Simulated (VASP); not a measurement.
# P (Im-3m) in VASP: a series of runs, part 2 of 2

VASP 6.6.1.

## Step 5: Relaxation of cell and atoms, PBE

This run uses another cell than the first one, of 15.22 Å³/atom, 1.029 times its volume.

Input file INCAR:

```
PREC = Accurate
ENCUT = 600
EDIFF = 1E-6
ISMEAR = -1
SIGMA = 0.1
LREAL = F
LASPH = T
NELM = 100
ALGO = Normal
ISIF = 3
LWAVE = F
LCHARG = F
GGA = PE
IBRION = 2
NSW = 80
EDIFFG = -0.01
```

Input file KPOINTS:

```
Automatic mesh
0
Gamma
  14 14 14
```

Input file POSCAR:

```
P
1.0
   -1.5612668457      1.5612668457      1.5612668457
    1.5612668457     -1.5612668457      1.5612668457
    1.5612668457      1.5612668457     -1.5612668457
P
1
Direct
    0.0000000000      0.0000000000      0.0000000000
```

Potentials or basis: VASP PAW PBE potentials, release 64 (P).

Launch:

```console
$ cat potpaw_PBE.64/P/POTCAR > POTCAR
$ mpirun -np 1 vasp_std > vasp.out
```

OUTCAR:

```text
PREC = Accurate
   ENCUT = 600
   EDIFF = 1E-6
   ISMEAR = -1
   LREAL = F
   LASPH = T
   NELM = 100
   ISIF = 3
   GGA = PE
   IBRION = 2
   NSW = 80
   EDIFFG = -0.01

 ion  position               nearest neighbor table
   1  0.000  0.000  0.000-

  LATTYP: Found a body centered cubic cell.
 ALAT       =     3.1225336914

  Lattice vectors:

 A1 = (  -1.5612668457,   1.5612668457,   1.5612668457)
 A2 = (   1.5612668457,  -1.5612668457,   1.5612668457)
 A3 = (   1.5612668457,   1.5612668457,  -1.5612668457)

Analysis of symmetry for initial positions (statically):
=====================================================================
 Subroutine PRICEL returns:
 Original cell was already a primitive cell.

 Routine SETGRP: Setting up the symmetry group for a
 body centered cubic supercell.

 Subroutine GETGRP returns: Found 48 space group operations
 (whereof 48 operations were pure point group operations)
 out of a pool of 48 trial point group operations.

The static configuration has the point symmetry O_h .

Analysis of symmetry for dynamics (positions and initial velocities):
=====================================================================
 Subroutine PRICEL returns:
 Original cell was already a primitive cell.

 Routine SETGRP: Setting up the symmetry group for a
 body centered cubic supercell.

 Subroutine GETGRP returns: Found 48 space group operations
 (whereof 48 operations were pure point group operations)
 out of a pool of 48 trial point group operations.

The dynamic configuration has the point symmetry O_h .

 Subroutine INISYM returns: Found 48 space group operations
 (whereof 48 operations are pure point group operations),
 and found     1 'primitive' translations

----------------------------------------------------------------------------------------

                                     Primitive cell

  volume of cell :      15.2227

  direct lattice vectors                    reciprocal lattice vectors
    -1.561266846  1.561266846  1.561266846     0.000000000  0.320252749  0.320252749
     1.561266846 -1.561266846  1.561266846     0.320252749  0.000000000  0.320252749
     1.561266846  1.561266846 -1.561266846     0.320252749  0.320252749  0.000000000

  length of vectors
     2.704193501  2.704193501  2.704193501     0.452905782  0.452905782  0.452905782

  position of ions in fractional coordinates (direct lattice)
     0.000000000  0.000000000  0.000000000

  ion indices of the primitive-cell ions
   primitive index   ion index
                 1           1

----------------------------------------------------------------------------------------

 KPOINTS: Automatic mesh

Automatic generation of k-mesh.
 Grid dimensions read from file:
 generate k-points for:   14   14   14

 Generating k-lattice:

  Cartesian coordinates                     Fractional coordinates (reciprocal lattice)
     0.000000000  0.022875196  0.022875196     0.071428571  0.000000000  0.000000000
     0.022875196  0.000000000  0.022875196     0.000000000  0.071428571  0.000000000
     0.022875196  0.022875196  0.000000000     0.000000000  0.000000000  0.071428571

  Length of vectors
     0.032350413  0.032350413  0.032350413

  Shift w.r.t. Gamma in fractional coordinates (k-lattice)
     0.000000000  0.000000000  0.000000000

 Subroutine IBZKPT returns following result:
 ===========================================

 Found    104 irreducible k-points:

 Following reciprocal coordinates:
            Coordinates               Weight
  0.000000  0.000000  0.000000      1.000000
  0.071429  0.000000  0.000000     12.000000
  0.142857  0.000000  0.000000     12.000000
  0.214286  0.000000  0.000000     12.000000
  0.285714  0.000000  0.000000     12.000000
  0.357143  0.000000  0.000000     12.000000
[... 16 lines left out ...]
  0.285714  0.285714  0.000000     24.000000
  0.357143  0.285714  0.000000     24.000000
 [... further k-points ...]
   k-points           NKPTS =    104   k-points in BZ     NKDIM =    104   number of bands    NBANDS=      6
   number of dos      NEDOS =    301   number of ions     NIONS =      1
   total plane-waves  NPLWV =  13824
   dimension x,y,z NGX =    24 NGY =   24 NGZ =   24
   dimension x,y,z NGXF=    48 NGYF=   48 NGZF=   48
   ions per type =               1
   NGX,Y,Z   is equivalent  to a cutoff of  14.75, 14.75, 14.75 a.u.
   NGXF,Y,Z  is equivalent  to a cutoff of  29.51, 29.51, 29.51 a.u.
 SYSTEM =  unknown system
   PREC   = accura    normal or accurate (medium, high low for compatibility)
   ISTART =      0    job   : 0-new  1-cont  2-samecut
   ICHARG =      2    charge: 1-file 2-atom 10-const
   ISPIN  =      1    spin polarized calculation?
   LNONCOLLINEAR =      F non collinear calculations
   LSORBIT =      F    spin-orbit coupling
   LASPH  =      T    aspherical Exc in radial PAW
   ENCUT  =  600.0 eV  44.10 Ry    6.64 a.u.   5.40  5.40  5.40*2*pi/ulx,y,z
   NELM   =    100;   NELMIN=  2; NELMDL= -5     # of ELM steps
   EDIFF  = 0.1E-05   stopping-criterion for ELM
   LREAL  =      F    real-space projection
   EDIFFG = -.1E-01   stopping-criterion for IOM
   NSW    =     80    number of steps for IOM
   IBRION =      2    ionic relax: 0-MD 1-quasi-New 2-CG
   NFREE  =      1    steps in history (QN), initial steepest desc. (CG)
   ISIF   =      3    stress and relaxation
   ISYM   =      2    0-nonsym 1-usesym 2-fastsym
   POTIM  = 0.5000    time-step for ionic-motion
   TEBEG  =    0.0;   TEEND  =   0.0 temperature during run
   PSTRESS=    0.0 pullay stress
   NELECT =       5.0000    total number of electrons
   NUPDOWN=      -1.0000    fix difference up-down
   EMIN   =  10.00;   EMAX   =-10.00  energy-range for DOS
   EFERMI =   0.00;   METHOD = LEGACY
   ISMEAR =    -1;   SIGMA  =   0.10  broadening in eV -4-tet -1-fermi 0-gaus
   EFERMI_NEDOS =   21; number of points for ismear=-14 and -15
   IALGO  =     38    algorithm
   IMIX   =      4    mixing-type and parameters
     AMIX     =   0.40;   BMIX     =  1.00
     AMIX_MAG =   1.60;   BMIX_MAG =  1.00
  volume/ion in A,a.u.               =      15.22       102.73
  Fermi-wavevector in a.u.,A,eV,Ry     =   1.129538  2.134518 17.359091  1.275857
  Thomas-Fermi vector in A             =   2.266232
   LORBIT       =      0    0 simple, 1 ext, 2 COOP (PROOUT), +10 PAW based schemes
   GGA     = PE    functional components
   LHFCALC =     F    Hartree Fock is set to
   AEXX    =    0.0000 exact exchange contribution
   IVDW    =     0    specifies the selected vdW correction
   LEPSILON=     F    determine dielectric tensor
   LRPA    =     F    only Hartree local field effects (RPA)
 conjugate gradient relaxation of ions
 non-spin polarized calculation
  energy-cutoff  :      600.00
  volume of cell :       15.22
 maximum number of plane-waves:       531
 NGX is ok and might be reduce to    24
   NGX = 11   NGY = 11   NGZ = 11

--------------------------------------- Ionic step        1  -------------------------------------------

 number of electron       5.0000000 magnetization

 Free energy of the ion-electron system (eV)
  ---------------------------------------------------
  ext. energy  EPLUGINS =         0.00000000
  ---------------------------------------------------
  free energy    TOTEN  =        -4.67253649 eV

  energy without entropy =       -4.65582903  energy(sigma->0) =       -4.66418276

 E-fermi :   9.0133     XC(G=0): -11.2755

 val. band max:        8.9888752926   @ k =  -0.2143   0.2857   0.0714
 cond. band min:       9.0487016930   @ k =  -0.2143   0.2857   0.1429
 fundamental gap:      0.0598264004
 Fermi energy:         9.0132813579

 k-point     1 :       0.0000    0.0000    0.0000
  band No.  band energies     occupation
      1      -6.7126      2.00000
      2      15.5795      0.00000
      3      15.5795      0.00000
      4      15.5795      0.00000
      5      20.8633      0.00000
      6      20.8633      0.00000

 k-point     2 :       0.0714    0.0000    0.0000
  band No.  band energies     occupation
      1      -6.5670      2.00000
      2      14.6879      0.00000
      3      15.1103      0.00000
      4      15.4964      0.00000
      5      20.4552      0.00000
      6      20.9448      0.00000
[... 265 lines left out ...]
  energy  without entropy=       -4.6750742262  energy(sigma->0) =       -4.68348525

--------------------------------------- Ionic step        3  -------------------------------------------

 number of electron       4.9999999 magnetization

 Free energy of the ion-electron system (eV)
  ---------------------------------------------------
  ext. energy  EPLUGINS =         0.00000000
  ---------------------------------------------------
  free energy    TOTEN  =        -4.69261545 eV

  energy without entropy =       -4.67578463  energy(sigma->0) =       -4.68420004

 E-fermi :  10.0187     XC(G=0): -11.5831

 val. band max:        9.9271949778   @ k =   0.2143   0.0714   0.0000
 cond. band min:      10.0572175940   @ k =   0.2143   0.1429   0.1429
 fundamental gap:      0.1300226161
 Fermi energy:        10.0186882910

 k-point     1 :       0.0000    0.0000    0.0000
  band No.  band energies     occupation
      1      -6.4388      2.00000
      2      17.2248      0.00000
      3      17.2248      0.00000
      4      17.2248      0.00000
      5      22.0295      0.00000
      6      22.0295      0.00000

 k-point     2 :       0.0714    0.0000    0.0000
  band No.  band energies     occupation
      1      -6.2849      2.00000
      2      16.2250      0.00000
      3      16.6674      0.00000
      4      17.1260      0.00000
      5      21.5936      0.00000
      6      22.1773      0.00000
[... 226 lines left out ...]
  FREE ENERGIE OF THE ION-ELECTRON SYSTEM (eV)
  ---------------------------------------------------
  free  energy   TOTEN  =        -4.6926154459 eV

  energy  without entropy=       -4.6757846320  energy(sigma->0) =       -4.68420004

 reached required accuracy - stopping structural energy minimisation
```

CONTCAR:

```text
P
   1.00000000000000
    -1.5253925981379848    1.5253925981379848    1.5253925981379848
     1.5253925981379848   -1.5253925981379848    1.5253925981379848
     1.5253925981379848    1.5253925981379848   -1.5253925981379848
  P
     1
Direct
     0.0000000000000000    0.0000000000000000    0.0000000000000000

  0.00000000E+00  0.00000000E+00  0.00000000E+00
```

Wall time 6 s (1 thread of Intel Xeon 6975P-C (Granite Rapids), shared host); peak memory 0.13 GiB.

What came out:

```
Free energy                            : -4.6926 eV
Relaxed volume                         : 14.20 Å³/atom
Relaxed cell                           : a = 2.642 Å, b = 2.642 Å, c = 2.642 Å, α = 109.47°, β = 109.47°, γ = 109.47°
Space group after relaxing (to 0.05 Å) : Im-3m (No. 229)
Energy gained by relaxing              : 20.1 meV/atom
Ionic steps                            : 3
Pressure after relaxing                : 0.0 GPa
```

Step by step:
| step | energy change (eV) | largest force (eV/Å) | pressure (GPa) | volume (Å³) |
| --- | --- | --- | --- | --- |
| 1 | 0.0000 | 0.0000 | -5.91 | 15.22 |
| 2 | -0.0194 | 0.0000 | 1.30 | 14.02 |
| 3 | -0.0201 | 0.0000 | 0.01 | 14.20 |

Final structure:
```xyz
1
Lattice="-1.5254 1.5254 1.5254 1.5254 -1.5254 1.5254 1.5254 1.5254 -1.5254" Properties=species:S:1:pos:R:3 pbc="T T T"
P     0.0000    0.0000    0.0000
```

## Step 6: Single point, PBE

This run uses another cell than the first one, of 14.23 Å³/atom, 0.962 times its volume.

Input file INCAR:

```
PREC = Accurate
ENCUT = 520
EDIFF = 1E-7
ISMEAR = -1
SIGMA = 0.1
LREAL = F
LASPH = T
NELM = 60
ALGO = Normal
ISIF = 2
LWAVE = F
LCHARG = T
GGA = PE
LELF = T
LVHAR = T
NBANDS = 8
```

Input file KPOINTS:

```
Automatic mesh
0
Gamma
  24 24 24
```

Input file POSCAR:

```
P
1.0
   -1.5264159403      1.5264159403      1.5264159403
    1.5264159403     -1.5264159403      1.5264159403
    1.5264159403      1.5264159403     -1.5264159403
P
1
Direct
    0.0000000000      0.0000000000      0.0000000000
```

Potentials or basis: VASP PAW PBE potentials, release 64 (P).

Launch:

```console
$ cat potpaw_PBE.64/P/POTCAR > POTCAR
$ mpirun -np 1 vasp_std > vasp.out
```

Run time: 13 s. Hardware: 1 thread of Intel Xeon 6975P-C (Granite Rapids), shared host; peak memory 0.15 GiB.

Results (log left out):

* Free energy: -4.6907 eV
* Pressure: -0.2 GPa

Levels at points of the mesh, in eV from the Fermi level:
```
           k point  band 1  band 2  band 3  band 4  band 5  band 6  band 7  band 8
(0.00, 0.00, 0.00)  -16.42    7.20    7.20    7.20   12.02   12.02   12.02   15.98
(0.50, 0.00, 0.00)   -9.96   -7.85    2.47    5.30    7.39    8.26   19.45   19.47
(0.50, 0.50, 0.50)   -4.17   -2.59   -2.59   -2.59    2.43    2.43   23.61   23.61
```

## Step 7: Single point, PBE, non-collinear spin, zero start, spin-orbit coupling

This run uses another cell than the first one, of 14.23 Å³/atom, 0.962 times its volume.

Input file INCAR:

```
SYSTEM = P
PREC = Accurate
ENCUT = 520
EDIFF = 1E-7
ISMEAR = -1
SIGMA = 0.1
LREAL = .FALSE.
LASPH = .TRUE.
NELM = 150
ALGO = Normal
ISIF = 2
LWAVE = .FALSE.
LCHARG = .FALSE.
MAGMOM = 0 0 0
LORBIT = 11
LSORBIT = .TRUE.
GGA_COMPAT = .FALSE.
LORBMOM = .TRUE.
GGA = PE
NBANDS = 16
```

Input file KPOINTS:

```
Automatic mesh
0
G
  14 14 14
  0 0 0
```

POSCAR is that of step 6.

Launch:

```console
$ cat potpaw_PBE.64/P/POTCAR > POTCAR
$ mpirun -np 1 vasp_ncl > vasp.out
```

Wall time 16 s (1 thread of Intel Xeon 6975P-C (Granite Rapids), shared host); peak memory 0.17 GiB.

The run converged. Its results:

```
Free energy                                           : -4.6927 eV
Pressure                                              : -0.2 GPa
Net moment                                            : 0.00 μB per cell
Valence electrons inside the program's atomic spheres : P 2.33
```

Moments on the atoms (μB; x, y, z):
```
P   0.00 0.00 0.00
```

## Step 8: Summary

```tsv
task	spin	cell	k mesh	cutoff (eV)	gap on the mesh (eV)	pressure (GPa)
single point	off	a = 2.679 Å, angles 109.5°, 1 atom	16 × 16 × 16	520	none	-3.7
single point	off	a = 2.713 Å, angles 109.5°, 1 atom	16 × 16 × 16	520	none	-6.6
single point	off	a = 2.746 Å, angles 109.5°, 1 atom	16 × 16 × 16	520	none	-8.9
relaxation of cell and atoms	off	relaxed from a = 2.704 Å, angles 109.5°, 1 atom	14 × 14 × 14	600	none	0.0
single point	off	a = 2.644 Å, angles 109.5°, 1 atom	24 × 24 × 24	520	none	-0.2
single point	non-collinear, zero start, SOC	a = 2.644 Å, angles 109.5°, 1 atom	14 × 14 × 14	520	-	-0.2
```

Alike in all rows: level PBE; potentials or basis VASP PAW PBE potentials, release 64 (P); smearing fermi-dirac 0.1 eV.

Absolute energies hang on the potentials; compare differences alone.
